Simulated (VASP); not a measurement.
# FeS2 (Pa-3) in VASP: single point with PBE

Aim: the single point of FeS2 with PBE.

Everything below comes from runs of VASP 6.6.1. Logs are shortened: lines on timing, memory, paths and dates and some standing lists are left out, and cuts for length are marked.

## 1. The cell of the first run

It takes space group Pa-3 (No. 205, cubic). The conventional cell has a = 5.404 Å, b = 5.404 Å, c = 5.404 Å, α = 90.00°, β = 90.00°, γ = 90.00°. Within 3.0 Å of Fe (site symmetry -3) lie 6 S at 2.25 Å. S (site symmetry 3) has 1 S at 2.20 Å and 3 Fe at 2.25 Å within 2.9 Å.

## 2. Single point, PBE, collinear spin, ferrimagnetic start

Contents of INCAR:

```
SYSTEM = FeS2
  ALGO = Normal
  EDIFF = 1E-6
  ENCUT = 600
  GGA = PE
  GGA_COMPAT = .FALSE.
  ISIF = 2
  ISMEAR = 0
  ISPIN = 2
  KPAR = 4
  LASPH = .TRUE.
  LCHARG = .TRUE.
  LMAXMIX = 4
  LORBIT = 11
  LREAL = .FALSE.
  LVHAR = .TRUE.
  LWAVE = .FALSE.
  MAGMOM = 4 4 4 -4 0 0 0 0 0 0 0 0
  NBANDS = 56
  NELM = 200
  PREC = Accurate
  SIGMA = 0.05
```

Contents of KPOINTS:

```
k-points
0
G
  6 6 6
  0 0 0
```

Contents of POSCAR:

```
FeS2
1.0
    5.4035066515      0.0000000000      0.0000000000
    0.0000000000      5.4035066515      0.0000000000
    0.0000000000      0.0000000000      5.4035066515
Fe S
4 8
Direct
    0.0000000000      0.0000000000      0.0000000000
    0.5000000000      0.0000000000      0.5000000000
    0.5000000000      0.5000000000      0.0000000000
    0.0000000000      0.5000000000      0.5000000000
    0.3826462080      0.3826462080      0.3826462080
    0.1173537920      0.6173537920      0.8826462080
    0.8826462080      0.1173537920      0.6173537920
    0.6173537920      0.8826462080      0.1173537920
    0.6173537920      0.6173537920      0.6173537920
    0.8826462080      0.3826462080      0.1173537920
    0.1173537920      0.8826462080      0.3826462080
    0.3826462080      0.1173537920      0.8826462080
```

Potentials or basis: VASP PAW PBE potentials, release 64 (Fe, S).

Started as:

```console
$ cat potpaw_PBE.64/Fe/POTCAR potpaw_PBE.64/S/POTCAR > POTCAR
$ mpirun -np 4 vasp_std > vasp.out
```

OUTCAR:

```text
SYSTEM = FeS2
   EDIFF = 1E-6
   ENCUT = 600
   GGA = PE
   ISIF = 2
   ISMEAR = 0
   ISPIN = 2
   LASPH = .TRUE.
   LORBIT = 11
   LREAL = .FALSE.
   NELM = 200
   PREC = Accurate

 ion  position               nearest neighbor table
   1  0.000  0.000  0.000-   6 2.25   7 2.25   8 2.25  10 2.25  11 2.25  12 2.25
   2  0.500  0.000  0.500-   5 2.25   7 2.25   8 2.25   9 2.25  11 2.25  12 2.25
   3  0.500  0.500  0.000-   5 2.25   6 2.25   8 2.25   9 2.25  10 2.25  12 2.25
   4  0.000  0.500  0.500-   5 2.25   6 2.25   7 2.25   9 2.25  10 2.25  11 2.25
   5  0.383  0.383  0.383-   9 2.20   3 2.25   4 2.25   2 2.25
   6  0.117  0.617  0.883-  10 2.20   3 2.25   4 2.25   1 2.25
   7  0.883  0.117  0.617-  11 2.20   2 2.25   4 2.25   1 2.25
   8  0.617  0.883  0.117-  12 2.20   2 2.25   3 2.25   1 2.25
   9  0.617  0.617  0.617-   5 2.20   3 2.25   4 2.25   2 2.25
  10  0.883  0.383  0.117-   6 2.20   3 2.25   4 2.25   1 2.25
  11  0.117  0.883  0.383-   7 2.20   2 2.25   4 2.25   1 2.25
  12  0.383  0.117  0.883-   8 2.20   2 2.25   3 2.25   1 2.25

  LATTYP: Found a simple cubic cell.
 ALAT       =     5.4035066515

  Lattice vectors:

 A1 = (   5.4035066515,   0.0000000000,   0.0000000000)
 A2 = (   0.0000000000,   5.4035066515,   0.0000000000)
 A3 = (   0.0000000000,   0.0000000000,   5.4035066515)

Analysis of symmetry for initial positions (statically):
=====================================================================
 Subroutine PRICEL returns:
 Original cell was already a primitive cell.

 Routine SETGRP: Setting up the symmetry group for a
 simple cubic supercell.

 Subroutine GETGRP returns: Found 24 space group operations
 (whereof  6 operations were pure point group operations)
 out of a pool of 48 trial point group operations.

The static configuration has the point symmetry S_6 .
 The point group associated with its full space group is T_h .

Analysis of symmetry for dynamics (positions and initial velocities):
=====================================================================
 Subroutine PRICEL returns:
 Original cell was already a primitive cell.

 Routine SETGRP: Setting up the symmetry group for a
 simple cubic supercell.

 Subroutine GETGRP returns: Found 24 space group operations
 (whereof  6 operations were pure point group operations)
 out of a pool of 48 trial point group operations.

The dynamic configuration has the point symmetry S_6 .
 The point group associated with its full space group is T_h .

[... 194 lines left out ...]
  band No.  band energies     occupation
      1      -8.8740      1.00000
      2      -6.6403      1.00000
      3      -6.6402      1.00000
      4      -6.6402      1.00000
      5      -4.4583      1.00000
      6      -4.4583      1.00000
[... 1309 lines left out ...]
     51      11.2582      0.00000
     52      11.2583      0.00000

 [... further k-points ...]

 spin component 2

 k-point     1 :       0.0000    0.0000    0.0000
  band No.  band energies     occupation
      1      -8.8740      1.00000
      2      -6.6403      1.00000
      3      -6.6402      1.00000
      4      -6.6402      1.00000
      5      -4.4583      1.00000
      6      -4.4583      1.00000
[... 1309 lines left out ...]
     51      11.2583      0.00000
     52      11.2583      0.00000

 [... further k-points ...]

 [bands above 52 left out]

------------------------ aborting loop because EDIFF is reached ----------------------------------------

  FORCE on cell =-STRESS in cart. coord.  units (eV):
  Direction    XX          YY          ZZ          XY          YZ          ZX
  --------------------------------------------------------------------------------------
  -------------------------------------------------------------------------------------
  Total        0.1246995      0.1246995      0.1246995      0.0000355      0.0000355     -0.0000355
  in kB        1.2663337      1.2663337      1.2663337      0.0003610      0.0003610     -0.0003610
  external PRESSURE =       1.2663337 kB  Pullay stress =       0.0000000 kB

 VOLUME and BASIS-vectors are now :
 -----------------------------------------------------------------------------
  energy-cutoff  :      600.00
  volume of cell :      157.77
      direct lattice vectors                 reciprocal lattice vectors
     5.403506651  0.000000000  0.000000000     0.185065008  0.000000000  0.000000000
     0.000000000  5.403506651  0.000000000     0.000000000  0.185065008  0.000000000
     0.000000000  0.000000000  5.403506651     0.000000000  0.000000000  0.185065008

 POSITION                                       TOTAL-FORCE (eV/Angst)
 -----------------------------------------------------------------------------------
      0.00000      0.00000      0.00000         0.000000      0.000000      0.000000
      2.70175      0.00000      2.70175         0.000000      0.000000      0.000000
      2.70175      2.70175      0.00000         0.000000      0.000000      0.000000
      0.00000      2.70175      2.70175         0.000000      0.000000      0.000000
      2.06763      2.06763      2.06763         0.047320      0.047332      0.047343
      0.63412      3.33588      4.76938        -0.047332     -0.047343      0.047320
      4.76938      0.63412      3.33588         0.047343     -0.047320     -0.047332
      3.33588      4.76938      0.63412        -0.047247      0.047247     -0.047247
      3.33588      3.33588      3.33588        -0.047320     -0.047332     -0.047343
      4.76938      2.06763      0.63412         0.047332      0.047343     -0.047320
      0.63412      4.76938      2.06763        -0.047343      0.047320      0.047332
      2.06763      0.63412      4.76938         0.047247     -0.047247      0.047247
 -----------------------------------------------------------------------------------
    total drift:                                0.000000      0.000000      0.000000

  FREE ENERGIE OF THE ION-ELECTRON SYSTEM (eV)
  ---------------------------------------------------
  free  energy   TOTEN  =       -72.1184269062 eV

  energy  without entropy=      -72.1184269062  energy(sigma->0) =      -72.11842691

 total charge

# of ion       s       p       d       tot
------------------------------------------
    1        0.429   0.640   6.499   7.568
    2        0.429   0.640   6.499   7.568
    3        0.429   0.640   6.499   7.568
    4        0.429   0.640   6.499   7.568
    5        1.349   2.294   0.000   3.642
    6        1.349   2.294   0.000   3.642
    7        1.349   2.294   0.000   3.642
    8        1.349   2.294   0.000   3.642
    9        1.349   2.294   0.000   3.642
   10        1.349   2.294   0.000   3.642
   11        1.349   2.294   0.000   3.642
   12        1.349   2.294   0.000   3.642
--------------------------------------------------
tot         12.505  20.909  25.997  59.411

 magnetization (x)

# of ion       s       p       d       tot
------------------------------------------
    1        0.000   0.000   0.000   0.000
    2        0.000   0.000   0.000   0.000
    3        0.000   0.000   0.000   0.000
    4       -0.000  -0.000  -0.000  -0.000
    5       -0.000  -0.000   0.000  -0.000
    6       -0.000  -0.000   0.000  -0.000
    7       -0.000  -0.000   0.000  -0.000
    8       -0.000  -0.000   0.000  -0.000
    9       -0.000  -0.000   0.000  -0.000
   10       -0.000  -0.000   0.000  -0.000
   11       -0.000  -0.000   0.000  -0.000
   12       -0.000  -0.000   0.000  -0.000
--------------------------------------------------
tot         -0.000  -0.000   0.000   0.000
```

OSZICAR:

```text
N       E                     dE             d eps       ncg     rms          rms(c)
DAV:   1     0.831963371646E+03    0.83196E+03   -0.37006E+04  8960   0.168E+03
DAV:   2     0.478742575477E+02   -0.78409E+03   -0.74259E+03  9008   0.412E+02
DAV:   3    -0.662416868865E+02   -0.11412E+03   -0.10441E+03 11528   0.162E+02
DAV:   4    -0.745051822404E+02   -0.82635E+01   -0.80722E+01 11760   0.455E+01
DAV:   5    -0.747960599953E+02   -0.29088E+00   -0.29055E+00 12928   0.838E+00    0.472E+01
DAV:   6    -0.103581599092E+03   -0.28786E+02   -0.17944E+02 12624   0.141E+02    0.640E+01
DAV:   7    -0.694525143424E+02    0.34129E+02   -0.71816E+01 11672   0.144E+02    0.173E+01
DAV:   8    -0.723153137218E+02   -0.28628E+01   -0.23728E+01 13360   0.210E+01    0.952E+00
DAV:   9    -0.722661355776E+02    0.49178E-01   -0.13784E+00 13344   0.138E+01    0.605E+00
DAV:  10    -0.722975367314E+02   -0.31401E-01   -0.90165E-01 13672   0.179E+01    0.564E+00
DAV:  11    -0.721221165616E+02    0.17542E+00   -0.22138E-01 13704   0.894E+00    0.179E+00
DAV:  12    -0.721166628443E+02    0.54537E-02   -0.50922E-02 12600   0.171E+00    0.830E-01
DAV:  13    -0.721184961667E+02   -0.18333E-02   -0.65344E-03 11944   0.726E-01    0.399E-01
DAV:  14    -0.721184790221E+02    0.17145E-04   -0.84484E-04 12504   0.208E-01    0.224E-01
DAV:  15    -0.721184303448E+02    0.48677E-04   -0.15771E-04 13256   0.891E-02    0.126E-01
DAV:  16    -0.721184226235E+02    0.77213E-05   -0.47599E-05 13352   0.507E-02    0.427E-02
DAV:  17    -0.721184268876E+02   -0.42642E-05   -0.98495E-06 11248   0.281E-02    0.206E-02
DAV:  18    -0.721184269062E+02   -0.18575E-07   -0.77261E-07  6240   0.999E-03
   1 F= -.72118427E+02 E0= -.72118427E+02  d E =-.345409E-10  mag=     0.0003
```

stdout:

```text
POSCAR found type information on POSCAR FeS
 POSCAR found :  2 types and      12 ions
 scaLAPACK will be used
 LDA part: xc-table for (Slater+PW92), standard interpolation
 POSCAR, INCAR and KPOINTS ok, starting setup
 FFT: planning ... GRIDC
 FFT: planning ... GRID_SOFT
 FFT: planning ... GRID
 WAVECAR not read
 entering main loop
```

It took 4.9 min on 4 MPI ranks of Intel Xeon Platinum 8375C at 2.90GHz (Ice Lake), shared host; peak memory 0.79 GiB.

Results:

- Free energy: -72.1184 eV
- Pressure: 0.1 GPa
- Largest force: 0.082 eV/Å
- Band gap on the k mesh: 0.42 eV (least direct gap 0.46 eV)
- Net moment: 0.00 μB per cell
- Valence electrons inside the program's atomic spheres: Fe 7.57; S 3.64

Forces in eV/Å, atoms in the order of the input:
```
Fe   0.000  0.000  0.000
Fe   0.000  0.000  0.000
Fe   0.000  0.000  0.000
Fe   0.000  0.000  0.000
S    0.047  0.047  0.047
S   -0.047 -0.047  0.047
S    0.047 -0.047 -0.047
S   -0.047  0.047 -0.047
S   -0.047 -0.047 -0.047
S    0.047  0.047 -0.047
S   -0.047  0.047  0.047
S    0.047 -0.047  0.047
```

Caveat: the moments typed at the start vanished in this run; semilocal functionals underestimate gaps, and a narrow one can read as zero.
